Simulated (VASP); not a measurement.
The system is MgO.

```
Mg O
1.0
     2.93802    0.00000    0.00000
    -1.46901    2.54440    0.00000
     0.00000    0.00000    2.67968
Mg O
1 1
Direct
  0.00000 0.00000 0.00000
  0.33333 0.66667 0.50000
```

Program: VASP 6.6.1. Alike in all runs: task single point; cell as given; cutoff (eV) 840; smearing gaussian 0.1 eV.

**Question.** Order these runs on this cell by their pressure, lowest first.
A. level RPBE; potentials or basis VASP PAW PBE potentials, release 64 (Mg_sv, O); spin off; k mesh 6 × 6 × 6
B. level PBE+D3(BJ); potentials or basis VASP PAW PBE potentials, release 64 (Mg_sv, O); spin off; k mesh 6 × 6 × 6
C. level PBE+U; potentials or basis VASP PAW PBE potentials, release 64 (Mg_sv, O); spin off; U O p U = 5.9 eV; k mesh 6 × 6 × 6
D. level LDA; potentials or basis VASP PAW LDA potentials, release 64 (Mg_sv, O); spin collinear; k mesh 4 × 4 × 3

**Answer.** D (-8.9 GPa), B (-4.5 GPa), C (-2.7 GPa), A (4.2 GPa).

Caveats: some runs use coarse meshes; the cell stands under pressure (at least some runs); the PAW data sets were made with another functional, which shifts forces and pressure a little (at least some runs); three body term missing (at least some runs); the cell stands under tension (at least some runs).
